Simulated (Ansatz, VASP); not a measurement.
## Ge: VASP beside Ansatz

INCAR

```
  PREC = Accurate
  ENCUT = 520
  EDIFF = 1E-7
  ISMEAR = 0
  SIGMA = 0.15
  LREAL = False
  LASPH = True
  NELM = 80
  ALGO = Fast
  ISIF = 2
  LWAVE = False
  LCHARG = False
  GGA = PS
  NBANDS = 36
```

KPOINTS

```
Automatic mesh
0
Gamma
  12 12 8
```

The input POSCAR:

```
Ge
1.0
    0.0000000000     -2.8378616867     -2.8378616867
    0.0000000000      2.8378616867     -2.8378616867
    5.6757233734      0.0000000000      0.0000000000
Ge
4
Direct
    0.5423788207      0.4996794075      0.0000000000
   -0.0353312609      0.0073681523      0.5000000000
    0.0353312609      0.5003205925      0.2500000000
    0.4576211793     -0.0073681523      0.7500000000
```

Input for Ansatz:

```yaml
crystal:
  lattice:
    - [0.0, -2.8378616867, -2.8378616867]
    - [0.0, 2.8378616867, -2.8378616867]
    - [5.6757233734, 0.0, 0.0]
  atoms:
    - { symbol: Ge, position: [0.5423788207, 0.4996794075, 0.0] }
    - { symbol: Ge, position: [-0.0353312609, 0.0073681523, 0.5] }
    - { symbol: Ge, position: [0.0353312609, 0.5003205925, 0.25] }
    - { symbol: Ge, position: [0.4576211793, -0.0073681523, 0.75] }
basis:
  ecutwfc: 420
kpoints:
  mp_grid: { grid: [12, 12, 8] }
hamiltonian:
  xc: pbesol
  pseudopotentials: { kind: paw, azcp: { folder: soft_1 } }
scf:
  occupations: { method: gaussian, width: 0.15 }
output:
  forces: true
  stress: true
  eigenvalues: true
  write_density: true
  write_potential: true
  elf: true
  volumetric_format: npy
```

Change from the starting cell: mode 4 frozen in at -0.157 Å and mode 12 at -0.020 Å (largest displacements).

Alike in both runs: task single point; functional PBEsol; k mesh 12 × 12 × 8; occupations gaussian, width 0.15 eV; no spin polarisation.

|  | VASP | Ansatz |
| --- | --- | --- |
| version | VASP 6.6.1 | Ansatz 0.2.0 |
| potentials or method | VASP PAW PBE potentials, release 64 (Ge_d), cutoff 520 eV | scalar-relativistic, plane waves, PAW |
| valence electrons in the cell | 56 | 56 |

VASP gave:

```
gap on the k mesh at the Fermi level (eV)                     : none
pressure (GPa)                                                : -0.4
traceless stress, the component that is largest in VASP (GPa) : -1.10
rms of the force components (eV/Å)                            : 0.298
```

Q: Estimate Ansatz's values.

A: gap on the k mesh at the Fermi level (eV): none; pressure (GPa): -0.3; traceless stress, the component that is largest in VASP (GPa): -1.11; rms of the force components (eV/Å): 0.298.

VASP's potentials were made for PBE, not for PBEsol, and Ansatz warns of the same on its side. Atom by atom the forces differ by 0.001 eV/Å (rms over components). A gap of «none» marks a metal or a gap that the smearing closes. The functional is the same, so the differences come from potentials, cutoffs and numerics.
